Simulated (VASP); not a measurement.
Set up this calculation in VASP 6.6.1, as the native input.

```yaml
Task: single point
Functional: PBE
Dispersion: D4
Potentials_or_basis: VASP PAW PBE potentials, release 64 (Ni)
Cutoff: 520 eV
k_mesh: 13 × 13 × 13
Occupations: tetrahedron
Spin: collinear spin, ferromagnetic start
Starting_moments: "[1.0] μB"
Hubbard_terms: Ni d U = 3.5 eV
Dipole_correction: no
Further_INCAR_settings: ALGO = Normal; EDIFF = 1e-07; NBANDS = 15
```

The structure of Ni lies in POSCAR:

```
Ni
1.0
    0.0000000000      1.6425843391      1.6425843391
    1.6425843391      0.0000000000      1.6425843391
    1.6425843391      1.6425843391      0.0000000000
Ni
1
Direct
    0.0000000000      0.0000000000      0.0000000000
```

One way to write it, as run:

INCAR

```
SYSTEM = Ni
PREC = Accurate
ENCUT = 520
EDIFF = 1E-7
ISMEAR = -5
SIGMA = 0.05
LREAL = .False.
LASPH = .True.
NELM = 150
ALGO = Normal
ISIF = 2
LWAVE = .False.
LCHARG = .True.
ISPIN = 2
MAGMOM = 1
LORBIT = 11
LMAXMIX = 4
LDAU = .True.
LDAUTYPE = 2
LDAUL = 2
LDAUU = 3.5
LDAUJ = 0
LDAUPRINT = 1
GGA = PE
IVDW = 13
LELF = .True.
LVHAR = .True.
NBANDS = 15
```

KPOINTS

```
Automatic mesh
0
Gamma
  13 13 13
  0 0 0
```

Potentials or basis: VASP PAW PBE potentials, release 64 (Ni).

The run is started by

```console
$ cat potpaw_PBE.64/Ni/POTCAR > POTCAR
$ mpirun -np 1 vasp_std > vasp.out
```

It gave:

```
Pressure                                              : 38.8 GPa
Net moment                                            : 0.61 μB per cell
Site moments                                          : Ni +0.61 μB
Valence electrons inside the program's atomic spheres : Ni 9.83
Dispersion energy per atom                            : -0.548 eV
```

Caveat: pairwise dispersion overbinds metals, which lowers pressure and volume; the U is typed as a test and isn't derived for this compound; tetrahedron occupations give inexact forces and stress in metals.

It took 18 s on 1 thread of Intel(R) Xeon(R) 6975P-C (Granite Rapids), with other jobs on the host, peak memory 0.13 GiB.
